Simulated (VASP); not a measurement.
# Os (P6_3/mmc) in VASP: notebook

Os is run at these levels: r2SCAN; tasks: single point.

Program: VASP 6.6.1. These are calculated values, not measurements. Logs are shortened: lines on timing, memory, paths and dates and some standing lists are left out, and cuts for length are marked.

### Step 1. The cell of the first run

The structure is hexagonal, space group P6_3/mmc (No. 194). Conventional cell: a = 2.739 Å, b = 2.739 Å, c = 4.314 Å, α = 90.00°, β = 90.00°, γ = 120.00°. Within 3.5 Å of Os (site symmetry -6m2) lie 12 Os at 2.67 to 2.74 Å.

### Step 2. Single point, r2SCAN

Input file POSCAR:

```
Os
1.0
    2.7393806551      0.0000000000      0.0000000000
   -1.3696903275      2.3723732379      0.0000000000
    0.0000000000      0.0000000000      4.3138178725
Os
2
Direct
    0.3333333333      0.6666666667      0.2500000000
    0.6666666667      0.3333333333      0.7500000000
```

Input file INCAR.step1:

```
SYSTEM = Os
  PREC = Accurate
  ENCUT = 620
  ISMEAR = 0
  SIGMA = 0.03
  LREAL = .FALSE.
  LASPH = .TRUE.
  NELM = 120
  NBANDS = 23
  GGA = PE
  ALGO = Normal
  EDIFF = 1E-5
  LWAVE = .TRUE.
  LCHARG = .FALSE.
  GGA_COMPAT = .FALSE.
```

Input file INCAR.step2:

```
SYSTEM = Os
  PREC = Accurate
  ENCUT = 620
  EDIFF = 1E-6
  ISMEAR = 0
  SIGMA = 0.03
  LREAL = .FALSE.
  LASPH = .TRUE.
  NELM = 120
  ALGO = Normal
  ISIF = 2
  LWAVE = .FALSE.
  LCHARG = .FALSE.
  METAGGA = R2SCAN
  LMIXTAU = .TRUE.
  NBANDS = 23
  ISTART = 1
  GGA_COMPAT = .FALSE.
```

Input file KPOINTS:

```
regular mesh
0
G
  13 13 7
  0 0 0
```

Potentials or basis: VASP PAW PBE potentials, release 64 (Os_sv_GW).

Started as:

```bash
$ cat potpaw_PBE.64/Os_sv_GW/POTCAR > POTCAR
$ cp INCAR.step1 INCAR
$ mpirun -np 1 vasp_std > vasp.out
$ cp INCAR.step2 INCAR
$ mpirun -np 1 vasp_std > vasp.out
```

OUTCAR:

```text
SYSTEM = Os
   PREC = Accurate
   ENCUT = 620
   EDIFF = 1E-6
   ISMEAR = 0
   LREAL = .FALSE.
   LASPH = .TRUE.
   NELM = 120
   ISIF = 2
   METAGGA = R2SCAN
   ISTART = 1

 ion  position               nearest neighbor table
   1  0.333  0.667  0.250-   2 2.67   2 2.67   2 2.67   2 2.67   2 2.67   2 2.67
   2  0.667  0.333  0.750-   1 2.67   1 2.67   1 2.67   1 2.67   1 2.67   1 2.67

  LATTYP: Found a hexagonal cell.
 ALAT       =     2.7393806551
 C/A-ratio  =     1.5747420368

  Lattice vectors:

 A1 = (   2.7393806551,   0.0000000000,   0.0000000000)
 A2 = (  -1.3696903275,   2.3723732379,   0.0000000000)
 A3 = (   0.0000000000,   0.0000000000,   4.3138178725)

Analysis of symmetry for initial positions (statically):
=====================================================================
 Subroutine PRICEL returns:
 Original cell was already a primitive cell.

 Routine SETGRP: Setting up the symmetry group for a
 hexagonal supercell.

 Subroutine GETGRP returns: Found 24 space group operations
 (whereof 12 operations were pure point group operations)
 out of a pool of 24 trial point group operations.

The static configuration has the point symmetry D_3d.
 The point group associated with its full space group is D_6h.

Analysis of symmetry for dynamics (positions and initial velocities):
=====================================================================
 Subroutine PRICEL returns:
 Original cell was already a primitive cell.

 Routine SETGRP: Setting up the symmetry group for a
 hexagonal supercell.

 Subroutine GETGRP returns: Found 24 space group operations
 (whereof 12 operations were pure point group operations)
 out of a pool of 24 trial point group operations.

The dynamic configuration has the point symmetry D_3d.
 The point group associated with its full space group is D_6h.

 Subroutine INISYM returns: Found 24 space group operations
 (whereof 12 operations are pure point group operations),
 and found     1 'primitive' translations

----------------------------------------------------------------------------------------

                                     Primitive cell

  volume of cell :      28.0348

  direct lattice vectors                    reciprocal lattice vectors
     2.739380655  0.000000000  0.000000000     0.365046018  0.210759417  0.000000000
    -1.369690328  2.372373238  0.000000000     0.000000000  0.421518834  0.000000000
     0.000000000  0.000000000  4.313817872     0.000000000  0.000000000  0.231813217

  length of vectors
     2.739380655  2.739380655  4.313817872     0.421518834  0.421518834  0.231813217

  position of ions in fractional coordinates (direct lattice)
     0.333333333  0.666666667  0.250000000
     0.666666667  0.333333333  0.750000000

  ion indices of the primitive-cell ions
   primitive index   ion index
                 1           1
                 2           2

----------------------------------------------------------------------------------------

 KPOINTS: regular mesh

Automatic generation of k-mesh.
 Grid dimensions read from file:
 generate k-points for:   13   13    7

 Generating k-lattice:

  Cartesian coordinates                     Fractional coordinates (reciprocal lattice)
     0.028080463  0.016212263  0.000000000     0.076923077 -0.000000000  0.000000000
     0.000000000  0.032424526  0.000000000     0.000000000  0.076923077  0.000000000
     0.000000000  0.000000000  0.033116174     0.000000000  0.000000000  0.142857143

  Length of vectors
     0.032424526  0.032424526  0.033116174

  Shift w.r.t. Gamma in fractional coordinates (k-lattice)
     0.000000000  0.000000000  0.000000000

 Subroutine IBZKPT returns following result:
 ===========================================

 Found     84 irreducible k-points:

 Following reciprocal coordinates:
            Coordinates               Weight
  0.000000  0.000000  0.000000      1.000000
  0.076923 -0.000000  0.000000      6.000000
  0.153846  0.000000  0.000000      6.000000
  0.230769  0.000000  0.000000      6.000000
  0.307692  0.000000  0.000000      6.000000
  0.384615 -0.000000  0.000000      6.000000
[... 16 lines left out ...]
  0.076923 -0.000000  0.142857     12.000000
  0.153846  0.000000  0.142857     12.000000
 [... further k-points ...]
   k-points           NKPTS =     84   k-points in BZ     NKDIM =     84   number of bands    NBANDS=     23
   number of dos      NEDOS =    301   number of ions     NIONS =      2
   total plane-waves  NPLWV =  20736
   dimension x,y,z NGX =    24 NGY =   24 NGZ =   36
   dimension x,y,z NGXF=    48 NGYF=   48 NGZF=   72
   ions per type =               2
   NGX,Y,Z   is equivalent  to a cutoff of  14.56, 14.56, 13.87 a.u.
   NGXF,Y,Z  is equivalent  to a cutoff of  29.13, 29.13, 27.75 a.u.
 SYSTEM =  Os
   PREC   = accura    normal or accurate (medium, high low for compatibility)
   ISTART =      1    job   : 0-new  1-cont  2-samecut
   ICHARG =      0    charge: 1-file 2-atom 10-const
   ISPIN  =      1    spin polarized calculation?
   LNONCOLLINEAR =      F non collinear calculations
   LSORBIT =      F    spin-orbit coupling
   LASPH  =      T    aspherical Exc in radial PAW
   ENCUT  =  620.0 eV  45.57 Ry    6.75 a.u.   5.56  5.56  8.76*2*pi/ulx,y,z
   NELM   =    120;   NELMIN=  2; NELMDL=  0     # of ELM steps
   EDIFF  = 0.1E-05   stopping-criterion for ELM
   LREAL  =      F    real-space projection
   EDIFFG = 0.1E-04   stopping-criterion for IOM
   NSW    =      0    number of steps for IOM
   IBRION =     -1    ionic relax: 0-MD 1-quasi-New 2-CG
   NFREE  =      0    steps in history (QN), initial steepest desc. (CG)
   ISIF   =      2    stress and relaxation
   ISYM   =      2    0-nonsym 1-usesym 2-fastsym
   POTIM  = 0.5000    time-step for ionic-motion
   TEBEG  =    0.0;   TEEND  =   0.0 temperature during run
   PSTRESS=    0.0 pullay stress
   NELECT =      32.0000    total number of electrons
   NUPDOWN=      -1.0000    fix difference up-down
   EMIN   =  10.00;   EMAX   =-10.00  energy-range for DOS
   EFERMI =   0.00;   METHOD = LEGACY
   ISMEAR =     0;   SIGMA  =   0.03  broadening in eV -4-tet -1-fermi 0-gaus
   EFERMI_NEDOS =   21; number of points for ismear=-14 and -15
   IALGO  =     38    algorithm
   IMIX   =      4    mixing-type and parameters
     AMIX     =   0.40;   BMIX     =  1.00
     AMIX_MAG =   1.60;   BMIX_MAG =  1.00
  volume/ion in A,a.u.               =      14.02        94.59
  Fermi-wavevector in a.u.,A,eV,Ry     =   1.710904  3.233141 39.826893  2.927194
  Thomas-Fermi vector in A             =   2.789117
   LORBIT       =      0    0 simple, 1 ext, 2 COOP (PROOUT), +10 PAW based schemes
   METAGGA = R2SCAN    functional components
   LHFCALC =     F    Hartree Fock is set to
   AEXX    =    0.0000 exact exchange contribution
   IVDW    =     0    specifies the selected vdW correction
   LEPSILON=     F    determine dielectric tensor
   LRPA    =     F    only Hartree local field effects (RPA)
 non-spin polarized calculation
 Gauss-broadening in eV      SIGMA  =   0.03
  energy-cutoff  :      620.00
  volume of cell :       28.03
 maximum number of plane-waves:      1008
 NGX is ok and might be reduce to    24
   NGX = 11   NGY = 11   NGZ = 17

 number of electron      32.0000000 magnetization

 Free energy of the ion-electron system (eV)
  ---------------------------------------------------
  ext. energy  EPLUGINS =         0.00000000
  ---------------------------------------------------
  free energy    TOTEN  =      -108.18625988 eV

  energy without entropy =     -108.18539014  energy(sigma->0) =     -108.18582501

 E-fermi :  13.5942     XC(G=0): -16.0043

 val. band max:       13.5930295944   @ k =   0.3077   0.3077   0.2857
 cond. band min:      13.6889311373   @ k =   0.4615   0.0769   0.4286
 fundamental gap:      0.0959015429
 Fermi energy:        13.5942472401

 k-point     1 :       0.0000    0.0000    0.0000
  band No.  band energies     occupation
      1     -75.2139      2.00000
      2     -75.0822      2.00000
      3     -34.5851      2.00000
      4     -33.5929      2.00000
      5     -33.5929      2.00000
      6     -33.4019      2.00000
[... 15 lines left out ...]
     22      27.5213      0.00000
     23      30.0750      0.00000

 k-point     2 :       0.0769   -0.0000    0.0000
  band No.  band energies     occupation
      1     -75.2085      2.00000
      2     -75.0804      2.00000
      3     -34.5636      2.00000
      4     -33.6384      2.00000
      5     -33.6083      2.00000
      6     -33.4496      2.00000
[... 15 lines left out ...]
     22      28.0371      0.00000
     23      30.3900      0.00000

 k-point     3 :       0.1538    0.0000    0.0000
  band No.  band energies     occupation
      1     -75.1937      2.00000
      2     -75.0758      2.00000
      3     -34.5015      2.00000
      4     -33.7643      2.00000
      5     -33.6502      2.00000
      6     -33.5794      2.00000
[... 15 lines left out ...]
     22      29.2560      0.00000
     23      30.9840      0.00000

 k-point     4 :       0.2308    0.0000    0.0000
  band No.  band energies     occupation
      1     -75.1716      2.00000
      2     -75.0694      2.00000
      3     -34.4056      2.00000
      4     -33.9411      2.00000
      5     -33.7565      2.00000
      6     -33.7068      2.00000
[... 15 lines left out ...]
     22      28.6850      0.00000
     23      30.0927      0.00000

 k-point     5 :       0.3077    0.0000    0.0000
  band No.  band energies     occupation
      1     -75.1466      2.00000
      2     -75.0641      2.00000
      3     -34.2880      2.00000
      4     -34.1284      2.00000
      5     -33.9376      2.00000
      6     -33.7645      2.00000
[... 15 lines left out ...]
     22      25.9495      0.00000
     23      28.8171      0.00000

 k-point     6 :       0.3846   -0.0000    0.0000
  band No.  band energies     occupation
      1     -75.1234      2.00000
      2     -75.0619      2.00000
      3     -34.2829      2.00000
      4     -34.1677      2.00000
      5     -34.0829      2.00000
      6     -33.8109      2.00000
[... 15 lines left out ...]
     22      24.6286      0.00000
     23      27.0053      0.00000

 k-point     7 :       0.4615    0.0000    0.0000
  band No.  band energies     occupation
      1     -75.1084      2.00000
      2     -75.0628      2.00000
      3     -34.3696      2.00000
      4     -34.1635      2.00000
      5     -34.0797      2.00000
      6     -33.8368      2.00000
[... 353 lines left out ...]
     22      25.8812      0.00000
     23      28.3562      0.00000

 k-point    21 :       0.3077    0.3077    0.0000
  band No.  band energies     occupation
      1     -75.0837      2.00000
      2     -75.0710      2.00000
      3     -34.2453      2.00000
      4     -34.0791      2.00000
      5     -34.0179      2.00000
      6     -33.9112      2.00000
[... 15 lines left out ...]
     22      26.9079      0.00000
     23      29.2553      0.00000

 k-point    22 :       0.0000    0.0000    0.1429
  band No.  band energies     occupation
      1     -75.2074      2.00000
      2     -75.0888      2.00000
      3     -34.5269      2.00000
      4     -33.5835      2.00000
      5     -33.5835      2.00000
      6     -33.4115      2.00000
[... 15 lines left out ...]
     22      27.0166      0.00000
     23      30.4993      0.00000

 k-point    23 :       0.0769   -0.0000    0.1429
  band No.  band energies     occupation
      1     -75.2023      2.00000
      2     -75.0870      2.00000
      3     -34.5084      2.00000
      4     -33.6276      2.00000
      5     -33.5986      2.00000
      6     -33.4814      2.00000
[... 15 lines left out ...]
     22      27.5264      0.00000
     23      30.8003      0.00000

 k-point    24 :       0.1538    0.0000    0.1429
  band No.  band energies     occupation
      1     -75.1877      2.00000
      2     -75.0816      2.00000
      3     -34.4558      2.00000
      4     -33.7483      2.00000
      5     -33.6393      2.00000
      6     -33.6191      2.00000
[... 15 lines left out ...]
     22      28.8106      0.00000
     23      30.9402      0.00000

 [... further k-points ...]

------------------------ aborting loop because EDIFF is reached ----------------------------------------

  FORCE on cell =-STRESS in cart. coord.  units (eV):
  Direction    XX          YY          ZZ          XY          YZ          ZX
  --------------------------------------------------------------------------------------
  -------------------------------------------------------------------------------------
  Total       -0.1588255     -0.1588255     -0.2095745     -0.0000000      0.0000000      0.0000000
  in kB       -9.0768151     -9.0768151    -11.9771041     -0.0000000      0.0000000      0.0000000
  external PRESSURE =     -10.0435781 kB  Pullay stress =       0.0000000 kB

 VOLUME and BASIS-vectors are now :
 -----------------------------------------------------------------------------
  energy-cutoff  :      620.00
  volume of cell :       28.03
      direct lattice vectors                 reciprocal lattice vectors
     2.739380655  0.000000000  0.000000000     0.365046018  0.210759417  0.000000000
    -1.369690328  2.372373238  0.000000000     0.000000000  0.421518834  0.000000000
     0.000000000  0.000000000  4.313817872     0.000000000  0.000000000  0.231813217

 POSITION                                       TOTAL-FORCE (eV/Angst)
 -----------------------------------------------------------------------------------
     -0.00000      1.58158      1.07845        -0.000000      0.000000      0.000000
      1.36969      0.79079      3.23536         0.000000     -0.000000      0.000000
 -----------------------------------------------------------------------------------
    total drift:                                0.000000     -0.000000      0.000000

  FREE ENERGIE OF THE ION-ELECTRON SYSTEM (eV)
  ---------------------------------------------------
  free  energy   TOTEN  =      -108.1862598793 eV

  energy  without entropy=     -108.1853901448  energy(sigma->0) =     -108.18582501
```

Run time: 4.4 min. Hardware: 1 thread of Intel Xeon Platinum 8259CL at 2.50GHz (Skylake/Cascade Lake), shared host; peak memory 0.21 GiB.

Results:

```yaml
Free_energy: -108.1863 eV
Pressure: -1.0 GPa
Band_gap_on_the_k_mesh: zero (bands 16 and 17 overlap by 3.99 eV)
```

Levels at points of the mesh, in eV from the Fermi level:
| k point | band 14 | band 15 | band 16 | band 17 | band 18 | band 19 |
| --- | --- | --- | --- | --- | --- | --- |
| (0.00, 0.00, 0.00) | -2.33 | -2.33 | -1.71 | -1.71 | -0.04 | 1.71 |

Caveat: the PAW data sets were made with another functional, which shifts forces and pressure a little; spin-orbit coupling is left out, which moves the levels of the heavy elements.

### Step 3. Single point, r2SCAN

Input file POSCAR:

```
Os
1.0
    2.7393806301      0.0000000000      0.0000000000
   -1.3696903150      2.3723732163      0.0000000000
    0.0000000000      0.0000000000      4.3138179181
Os
2
Direct
    0.3333333333      0.6666666667      0.2500000000
    0.6666666667      0.3333333333      0.7500000000
```

Input file INCAR.step1:

```
PREC = Accurate
ENCUT = 620
ISMEAR = -1
SIGMA = 0.1
LREAL = F
LASPH = T
NELM = 120
NBANDS = 23
GGA = PE
ALGO = Normal
EDIFF = 1E-5
LWAVE = T
LCHARG = F
GGA_COMPAT = F
```

Input file INCAR.step2:

```
PREC = Accurate
ENCUT = 620
EDIFF = 1E-6
ISMEAR = -1
SIGMA = 0.1
LREAL = F
LASPH = T
NELM = 120
ALGO = Normal
ISIF = 2
LWAVE = F
LCHARG = F
METAGGA = R2SCAN
LMIXTAU = T
NBANDS = 23
ISTART = 1
GGA_COMPAT = F
```

Input file KPOINTS:

```
Automatic mesh
0
Gamma
  13 13 7
```

Potentials or basis: VASP PAW PBE potentials, release 64 (Os_sv_GW).

Started as:

```bash
$ cat potpaw_PBE.64/Os_sv_GW/POTCAR > POTCAR
$ cp INCAR.step1 INCAR
$ mpirun -np 1 vasp_std > vasp.out
$ cp INCAR.step2 INCAR
$ mpirun -np 1 vasp_std > vasp.out
```

OUTCAR:

```text
PREC = Accurate
   ENCUT = 620
   EDIFF = 1E-6
   ISMEAR = -1
   LREAL = F
   LASPH = T
   NELM = 120
   ISIF = 2
   METAGGA = R2SCAN
   ISTART = 1

 ion  position               nearest neighbor table
   1  0.333  0.667  0.250-   2 2.67   2 2.67   2 2.67   2 2.67   2 2.67   2 2.67
   2  0.667  0.333  0.750-   1 2.67   1 2.67   1 2.67   1 2.67   1 2.67   1 2.67

  LATTYP: Found a hexagonal cell.
 ALAT       =     2.7393806301
 C/A-ratio  =     1.5747420679

  Lattice vectors:

[... 812 lines left out ...]

------------------------ aborting loop because EDIFF is reached ----------------------------------------

  FORCE on cell =-STRESS in cart. coord.  units (eV):
  Direction    XX          YY          ZZ          XY          YZ          ZX
  --------------------------------------------------------------------------------------
  -------------------------------------------------------------------------------------
  Total       -0.1363303     -0.1363303     -0.1348499     -0.0000000      0.0000000     -0.0000000
  in kB       -7.7912228     -7.7912228     -7.7066234     -0.0000000      0.0000000     -0.0000000
  external PRESSURE =      -7.7630230 kB  Pullay stress =       0.0000000 kB

 VOLUME and BASIS-vectors are now :
 -----------------------------------------------------------------------------
  energy-cutoff  :      620.00
  volume of cell :       28.03
      direct lattice vectors                 reciprocal lattice vectors
     2.739380630  0.000000000  0.000000000     0.365046021  0.210759419  0.000000000
    -1.369690315  2.372373216  0.000000000     0.000000000  0.421518837  0.000000000
     0.000000000  0.000000000  4.313817918     0.000000000  0.000000000  0.231813215

 POSITION                                       TOTAL-FORCE (eV/Angst)
 -----------------------------------------------------------------------------------
     -0.00000      1.58158      1.07845         0.000000      0.000000      0.000000
      1.36969      0.79079      3.23536         0.000000      0.000000      0.000000
 -----------------------------------------------------------------------------------
    total drift:                                0.000000     -0.000000      0.000000

  FREE ENERGIE OF THE ION-ELECTRON SYSTEM (eV)
  ---------------------------------------------------
  free  energy   TOTEN  =      -108.2040640452 eV

  energy  without entropy=     -108.1671232932  energy(sigma->0) =     -108.18559367
```

OSZICAR.step1:

```text
N       E                     dE             d eps       ncg     rms          rms(c)
DAV:   1     0.349414930405E+03    0.34941E+03   -0.25021E+04  3960   0.171E+03
DAV:   2    -0.154396136820E+02   -0.36485E+03   -0.34941E+03  4636   0.501E+02
DAV:   3    -0.269188407407E+02   -0.11479E+02   -0.11393E+02  4740   0.858E+01
DAV:   4    -0.269629348505E+02   -0.44094E-01   -0.44087E-01  4214   0.605E+00
DAV:   5    -0.269630917800E+02   -0.15693E-03   -0.15692E-03  4754   0.333E-01    0.106E+02
DAV:   6    -0.250105443701E+02    0.19525E+01   -0.30864E+00  4263   0.134E+01    0.549E+01
DAV:   7    -0.247731726843E+02    0.23737E+00   -0.14012E+00  4585   0.857E+00    0.114E+01
DAV:   8    -0.247435944772E+02    0.29578E-01   -0.12200E-01  4221   0.320E+00    0.152E+00
DAV:   9    -0.247429145500E+02    0.67993E-03   -0.21259E-03  4593   0.370E-01    0.588E-01
DAV:  10    -0.247427435373E+02    0.17101E-03   -0.23020E-04  4228   0.176E-01    0.369E-01
DAV:  11    -0.247427500852E+02   -0.65479E-05   -0.22136E-06  2695   0.177E-02
   1 F= -.24742750E+02 E0= -.24723618E+02  d E =-.382644E-01
```

It took 97 s on 1 thread of Intel Xeon 6975P-C (Granite Rapids), shared host; peak memory 0.21 GiB.

What came out:

```
Free energy            : -108.2041 eV
Pressure               : -0.8 GPa
Band gap on the k mesh : zero (bands 16 and 17 overlap by 3.99 eV)
```

Caveat: the PAW data sets were made with another functional, which shifts forces and pressure a little; spin-orbit coupling is left out, which moves the levels of the heavy elements.

[end of part 1 of 2]

The gap in the log of VASP goes by the Fermi energy; the results here count the filled bands.